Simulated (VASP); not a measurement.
# Al3Cu (P4/mmm) in VASP: notebook

Runs on Al3Cu. Level: PBEsol. Tasks: density of states.

Everything below comes from runs of VASP 6.6.1. Logs are shortened: lines on timing, memory, paths and dates and some standing lists are left out, and cuts for length are marked.

### Step 1. The cell of the first run

It takes space group P4/mmm (No. 123, tetragonal). The conventional cell has a = 2.780 Å, b = 2.780 Å, c = 7.603 Å, α = 90.00°, β = 90.00°, γ = 90.00°. Al (site symmetry 4/mmm) has 12 Al at 2.78 to 2.89 Å within 3.7 Å. Within 3.4 Å of Al (site symmetry 4mm) lie 4 Cu at 2.58 Å and 9 Al at 2.78 to 3.36 Å. Cu (site symmetry 4/mmm) has 8 Al at 2.58 Å and 4 Cu at 2.78 Å within 3.4 Å.

### Step 2. Density of states, PBEsol

POSCAR

```
Al3Cu
1.0
    2.7796830103      0.0000000000      0.0000000000
    0.0000000000      2.7796830103      0.0000000000
    0.0000000000      0.0000000000      7.6029571112
Al Cu
3 1
Direct
    0.0000000000      0.0000000000      0.5000000000
    0.5000000000      0.5000000000      0.2206884218
    0.5000000000      0.5000000000      0.7793115782
    0.0000000000      0.0000000000      0.0000000000
```

INCAR.step1

```
SYSTEM = Al3Cu
PREC = Accurate
ENCUT = 520
EDIFF = 1E-6
ISMEAR = 0
SIGMA = 0.1
LREAL = .FALSE.
LASPH = .TRUE.
NELM = 100
ALGO = Fast
ISIF = 2
LWAVE = .FALSE.
LCHARG = .TRUE.
LMAXMIX = 4
GGA = PS
NBANDS = 18
```

KPOINTS.step1

```
Automatic mesh
0
G
  16 16 6
  0 0 0
```

INCAR.step2

```
SYSTEM = Al3Cu
PREC = Accurate
ENCUT = 520
EDIFF = 1E-6
ISMEAR = -5
SIGMA = 0.1
LREAL = .FALSE.
LASPH = .TRUE.
NELM = 100
ALGO = Fast
ISIF = 2
LWAVE = .FALSE.
LCHARG = .FALSE.
LMAXMIX = 4
GGA = PS
LORBIT = 11
NBANDS = 18
NEDOS = 1001
ICHARG = 11
```

KPOINTS.step2

```
Automatic mesh
0
G
  24 24 9
  0 0 0
```

Potentials or basis: VASP PAW PBE potentials, release 64 (Al, Cu).

On the command line:

```
cat potpaw_PBE.64/Al/POTCAR potpaw_PBE.64/Cu/POTCAR > POTCAR
cp INCAR.step1 INCAR
cp KPOINTS.step1 KPOINTS
mpirun -np 1 vasp_std > vasp.out
cp INCAR.step2 INCAR
cp KPOINTS.step2 KPOINTS
mpirun -np 1 vasp_std > vasp.out
```

OUTCAR:

```text
SYSTEM = Al3Cu
   PREC = Accurate
   ENCUT = 520
   EDIFF = 1E-6
   ISMEAR = -5
   LREAL = .FALSE.
   LASPH = .TRUE.
   NELM = 100
   ISIF = 2
   GGA = PS
   LORBIT = 11
   ICHARG = 11

 ion  position               nearest neighbor table
   1  0.000  0.000  0.500-   2 2.89   3 2.89   2 2.89   3 2.89   2 2.89   3 2.89   2 2.89   3 2.89

   2  0.500  0.500  0.221-   4 2.58   4 2.58   4 2.58   4 2.58   1 2.89   1 2.89   1 2.89   1 2.89
                             3 3.36
   3  0.500  0.500  0.779-   4 2.58   4 2.58   4 2.58   4 2.58   1 2.89   1 2.89   1 2.89   1 2.89
                             2 3.36
   4  0.000  0.000  0.000-   2 2.58   3 2.58   2 2.58   3 2.58   2 2.58   3 2.58   2 2.58   3 2.58

  LATTYP: Found a simple tetragonal cell.
 ALAT       =     2.7796830103
 C/A-ratio  =     2.7351885388

  Lattice vectors:

 A1 = (   2.7796830103,   0.0000000000,   0.0000000000)
 A2 = (   0.0000000000,   2.7796830103,   0.0000000000)
 A3 = (   0.0000000000,   0.0000000000,   7.6029571112)

Analysis of symmetry for initial positions (statically):
=====================================================================
 Subroutine PRICEL returns:
 Original cell was already a primitive cell.

 Routine SETGRP: Setting up the symmetry group for a
 simple tetragonal supercell.

 Subroutine GETGRP returns: Found 16 space group operations
 (whereof 16 operations were pure point group operations)
 out of a pool of 16 trial point group operations.

The static configuration has the point symmetry D_4h.

Analysis of symmetry for dynamics (positions and initial velocities):
=====================================================================
 Subroutine PRICEL returns:
 Original cell was already a primitive cell.

 Routine SETGRP: Setting up the symmetry group for a
 simple tetragonal supercell.

 Subroutine GETGRP returns: Found 16 space group operations
 (whereof 16 operations were pure point group operations)
 out of a pool of 16 trial point group operations.

The dynamic configuration has the point symmetry D_4h.

 Subroutine INISYM returns: Found 16 space group operations
 (whereof 16 operations are pure point group operations),
 and found     1 'primitive' translations

----------------------------------------------------------------------------------------

                                     Primitive cell

  volume of cell :      58.7453

  direct lattice vectors                    reciprocal lattice vectors
     2.779683010  0.000000000  0.000000000     0.359753251  0.000000000  0.000000000
     0.000000000  2.779683010  0.000000000     0.000000000  0.359753251  0.000000000
     0.000000000  0.000000000  7.602957111     0.000000000  0.000000000  0.131527771

  length of vectors
     2.779683010  2.779683010  7.602957111     0.359753251  0.359753251  0.131527771

  position of ions in fractional coordinates (direct lattice)
     0.000000000  0.000000000  0.500000000
     0.500000000  0.500000000  0.220688422
     0.500000000  0.500000000  0.779311578
     0.000000000  0.000000000  0.000000000

  ion indices of the primitive-cell ions
   primitive index   ion index
                 1           1
                 2           2
                 3           3
                 4           4

----------------------------------------------------------------------------------------

 KPOINTS: Automatic mesh

Automatic generation of k-mesh.
 Grid dimensions read from file:
 generate k-points for:   24   24    9

 Generating k-lattice:

  Cartesian coordinates                     Fractional coordinates (reciprocal lattice)
     0.014989719  0.000000000  0.000000000     0.041666667  0.000000000  0.000000000
     0.000000000  0.014989719  0.000000000     0.000000000  0.041666667  0.000000000
     0.000000000  0.000000000  0.014614197     0.000000000  0.000000000  0.111111111

  Length of vectors
     0.014989719  0.014989719  0.014614197

  Shift w.r.t. Gamma in fractional coordinates (k-lattice)
     0.000000000  0.000000000  0.000000000

 TETIRR: Found   7788 inequivalent tetrahedra from    31104

 Subroutine IBZKPT returns following result:
 ===========================================

 Found    455 irreducible k-points:

 Following reciprocal coordinates:
            Coordinates               Weight
  0.000000  0.000000  0.000000      1.000000
  0.041667  0.000000  0.000000      4.000000
  0.083333  0.000000  0.000000      4.000000
  0.125000  0.000000  0.000000      4.000000
  0.166667  0.000000  0.000000      4.000000
  0.208333  0.000000  0.000000      4.000000
[... 16 lines left out ...]
  0.416667  0.041667  0.000000      8.000000
  0.458333  0.041667  0.000000      8.000000
 [... further k-points ...]
   k-points           NKPTS =    455   k-points in BZ     NKDIM =    455   number of bands    NBANDS=     18
   number of dos      NEDOS =   1001   number of ions     NIONS =      4
   total plane-waves  NPLWV =  34560
   dimension x,y,z NGX =    24 NGY =   24 NGZ =   60
   dimension x,y,z NGXF=    48 NGYF=   48 NGZF=  120
   ions per type =               3   1
   NGX,Y,Z   is equivalent  to a cutoff of  14.35, 14.35, 13.12 a.u.
   NGXF,Y,Z  is equivalent  to a cutoff of  28.71, 28.71, 26.24 a.u.
 SYSTEM =  Al3Cu
   PREC   = accura    normal or accurate (medium, high low for compatibility)
   ISTART =      0    job   : 0-new  1-cont  2-samecut
   ICHARG =     11    charge: 1-file 2-atom 10-const
   ISPIN  =      1    spin polarized calculation?
   LNONCOLLINEAR =      F non collinear calculations
   LSORBIT =      F    spin-orbit coupling
   LASPH  =      T    aspherical Exc in radial PAW
   ENCUT  =  520.0 eV  38.22 Ry    6.18 a.u.   5.17  5.17 14.14*2*pi/ulx,y,z
   NELM   =    100;   NELMIN=  2; NELMDL=  0     # of ELM steps
   EDIFF  = 0.1E-05   stopping-criterion for ELM
   LREAL  =      F    real-space projection
   EDIFFG = 0.1E-04   stopping-criterion for IOM
   NSW    =      0    number of steps for IOM
   IBRION =     -1    ionic relax: 0-MD 1-quasi-New 2-CG
   NFREE  =      0    steps in history (QN), initial steepest desc. (CG)
   ISIF   =      2    stress and relaxation
   ISYM   =      2    0-nonsym 1-usesym 2-fastsym
   POTIM  = 0.5000    time-step for ionic-motion
   TEBEG  =    0.0;   TEEND  =   0.0 temperature during run
   PSTRESS=    0.0 pullay stress
   NELECT =      20.0000    total number of electrons
   NUPDOWN=      -1.0000    fix difference up-down
   EMIN   =  10.00;   EMAX   =-10.00  energy-range for DOS
   EFERMI =   0.00;   METHOD = LEGACY
   ISMEAR =    -5;   SIGMA  =   0.10  broadening in eV -4-tet -1-fermi 0-gaus
   EFERMI_NEDOS =   21; number of points for ismear=-14 and -15
   IALGO  =     68    algorithm
   IMIX   =      4    mixing-type and parameters
     AMIX     =   0.40;   BMIX     =  1.00
     AMIX_MAG =   1.60;   BMIX_MAG =  1.00
  volume/ion in A,a.u.               =      14.69        99.11
  Fermi-wavevector in a.u.,A,eV,Ry     =   1.143125  2.160193 17.779212  1.306735
  Thomas-Fermi vector in A             =   2.279821
   LORBIT       =     11    0 simple, 1 ext, 2 COOP (PROOUT), +10 PAW based schemes
   GGA     = PS    functional components
   LHFCALC =     F    Hartree Fock is set to
   AEXX    =    0.0000 exact exchange contribution
   IVDW    =     0    specifies the selected vdW correction
   LEPSILON=     F    determine dielectric tensor
   LRPA    =     F    only Hartree local field effects (RPA)
 non-spin polarized calculation
 RMM-DIIS sequential band-by-band and
 Fermi weights with tetrahedron method with Bloechl corrections
  energy-cutoff  :      520.00
  volume of cell :       58.75
 maximum number of plane-waves:      1605
 NGX is ok and might be reduce to    24

 number of electron      20.0000007 magnetization

 Free energy of the ion-electron system (eV)
  ---------------------------------------------------
  ext. energy  EPLUGINS =         0.00000000
  ---------------------------------------------------
  free energy    TOTEN  =       -16.96855319 eV

  energy without entropy =      -16.96855319  energy(sigma->0) =      -16.96855319

 E-fermi :   8.3915     XC(G=0): -10.9428

 val. band max:        8.4773138240   @ k =   0.4167   0.3333   0.0000
 cond. band min:       8.3070854938   @ k =   0.5000   0.4583   0.4444
 fundamental gap:     -0.1702283301
 Fermi energy:         8.3914542018

 k-point     1 :       0.0000    0.0000    0.0000
  band No.  band energies     occupation
      1      -2.8050      2.00000
      2      -0.3963      2.00000
      3      -0.1166      2.00000
      4       3.8617      2.00000
      5       3.9439      2.00000
      6       4.7436      2.00000
[... 10 lines left out ...]
     17      17.5406      0.00000
     18      17.5864      0.00000

 k-point     2 :       0.0417    0.0000    0.0000
  band No.  band energies     occupation
      1      -2.7713      2.00000
      2      -0.3660      2.00000
      3      -0.0830      2.00000
      4       3.8680      2.00000
      5       3.9536      2.00000
      6       4.7211      2.00000
[... 10 lines left out ...]
     17      17.6246      0.00000
     18      18.7059      0.00000

 k-point     3 :       0.0833    0.0000    0.0000
  band No.  band energies     occupation
      1      -2.6705      2.00000
      2      -0.2752      2.00000
      3       0.0179      2.00000
      4       3.8857      2.00000
      5       3.9825      2.00000
      6       4.6599      2.00000
[... 10 lines left out ...]
     17      17.6863      0.00000
     18      18.1099      0.00000

 k-point     4 :       0.1250    0.0000    0.0000
  band No.  band energies     occupation
      1      -2.5029      2.00000
      2      -0.1248      2.00000
      3       0.1854      2.00000
      4       3.9119      2.00000
      5       4.0289      2.00000
      6       4.5737      2.00000
[... 375 lines left out ...]
      4       3.7245      2.00000
      5       4.0901      2.00000
      6       4.2701      2.00000
[... 10 lines left out ...]
     17      18.7858      0.00000
     18      19.7535      0.00000

 k-point    23 :       0.4167    0.0417    0.0000
  band No.  band energies     occupation
      1       0.4946      2.00000
      2       2.2775      2.00000
      3       2.9994      2.00000
      4       3.2625      2.00000
      5       4.0649      2.00000
      6       4.2802      2.00000
[... 10 lines left out ...]
     17      19.3099      0.00000
     18      20.0472      0.00000

 k-point    24 :       0.4583    0.0417    0.0000
  band No.  band energies     occupation
      1       1.1445      2.00000
      2       2.5499      2.00000
      3       2.5865      2.00000
      4       3.5387      2.00000
      5       4.0640      2.00000
      6       4.2895      2.00000
[... 10 lines left out ...]
     17      19.2561      0.00000
     18      19.9049      0.00000

 [... further k-points ...]
[... 5 lines left out ...]
  --------------------------------------------------------------------------------------
  -------------------------------------------------------------------------------------
  Total       -0.0678640     -0.0678640     -0.2419506      0.0000000     -0.0000000      0.0000000
  in kB       -1.8508757     -1.8508757     -6.5987877      0.0000000     -0.0000000      0.0000000
  external PRESSURE =      -3.4335130 kB  Pullay stress =       0.0000000 kB

 VOLUME and BASIS-vectors are now :
 -----------------------------------------------------------------------------
  energy-cutoff  :      520.00
  volume of cell :       58.75
      direct lattice vectors                 reciprocal lattice vectors
     2.779683010  0.000000000  0.000000000     0.359753251  0.000000000  0.000000000
     0.000000000  2.779683010  0.000000000     0.000000000  0.359753251  0.000000000
     0.000000000  0.000000000  7.602957111     0.000000000  0.000000000  0.131527771

 POSITION                                       TOTAL-FORCE (eV/Angst)
 -----------------------------------------------------------------------------------
      0.00000      0.00000      3.80148         0.000000      0.000000      0.000000
      1.38984      1.38984      1.67788         0.000000     -0.000000      0.071055
      1.38984      1.38984      5.92507        -0.000000     -0.000000     -0.071055
      0.00000      0.00000      0.00000         0.000000      0.000000      0.000000
 -----------------------------------------------------------------------------------
    total drift:                                0.000000     -0.000000     -0.000000

  FREE ENERGIE OF THE ION-ELECTRON SYSTEM (eV)
  ---------------------------------------------------
  free  energy   TOTEN  =       -16.9685531883 eV

  energy  without entropy=      -16.9685531883  energy(sigma->0) =      -16.96855319

 total charge

# of ion       s       p       d       tot
------------------------------------------
    1        0.440   0.333   0.000   0.773
    2        0.409   0.371   0.000   0.780
    3        0.409   0.371   0.000   0.780
    4        0.482   0.468   9.132  10.082
--------------------------------------------------
tot          1.740   1.544   9.132  12.416
```

It took 6.7 min on 1 thread of Intel Xeon 6975P-C, shared host; peak memory 0.53 GiB.

What came out:

```yaml
Valence_electrons_inside_the_program's_atomic_spheres: Al 0.77, 0.78; Cu 10.08
```

Caveat: the PAW data sets were made with another functional, which shifts forces and pressure a little; tetrahedron occupations give inexact forces and stress in metals.

### Step 3. Density of states, PBEsol

POSCAR

```
Al3Cu
1.0
    2.7796830110      0.0000000000      0.0000000000
    0.0000000000      2.7796830110      0.0000000000
    0.0000000000      0.0000000000      7.6029571153
Al Cu
3 1
Direct
    0.0000000000      0.0000000000      0.5000000000
    0.5000000000      0.5000000000      0.2206884209
    0.5000000000      0.5000000000      0.7793115791
    0.0000000000      0.0000000000      0.0000000000
```

INCAR.step1 is that of step 2.

KPOINTS.step1 is that of step 2.

INCAR.step2 is that of step 2.

KPOINTS.step2 is that of step 2.

Potentials or basis: VASP PAW PBE potentials, release 64 (Al, Cu).

On the command line:

```
cat potpaw_PBE.64/Al/POTCAR potpaw_PBE.64/Cu/POTCAR > POTCAR
cp INCAR.step1 INCAR
cp KPOINTS.step1 KPOINTS
mpirun -np 1 vasp_std > vasp.out
cp INCAR.step2 INCAR
cp KPOINTS.step2 KPOINTS
mpirun -np 1 vasp_std > vasp.out
```

Run time: 5.3 min. Hardware: 1 thread of AMD EPYC 9R45 (Zen 5), shared host; peak memory 0.5 GiB.

The run converged. Its results:

```yaml
Valence_electrons_inside_the_program's_atomic_spheres: Al 0.77, 0.78; Cu 10.08
```

Levels at points of the mesh, in eV from the Fermi level:
| k point | band 8 | band 9 | band 10 | band 11 | band 12 | band 13 |
| --- | --- | --- | --- | --- | --- | --- |
| (0.00, 0.00, 0.00) | -3.26 | -1.80 | 0.47 | 6.41 | 6.66 | 6.66 |
| (0.50, 0.00, 0.00) | -3.68 | -3.55 | -2.36 | -1.90 | 2.65 | 3.88 |
| (0.50, 0.50, 0.00) | -0.42 | -0.36 | 0.14 | 0.14 | 0.54 | 0.54 |

Caveat: the PAW data sets were made with another functional, which shifts forces and pressure a little; tetrahedron occupations give inexact forces and stress in metals.
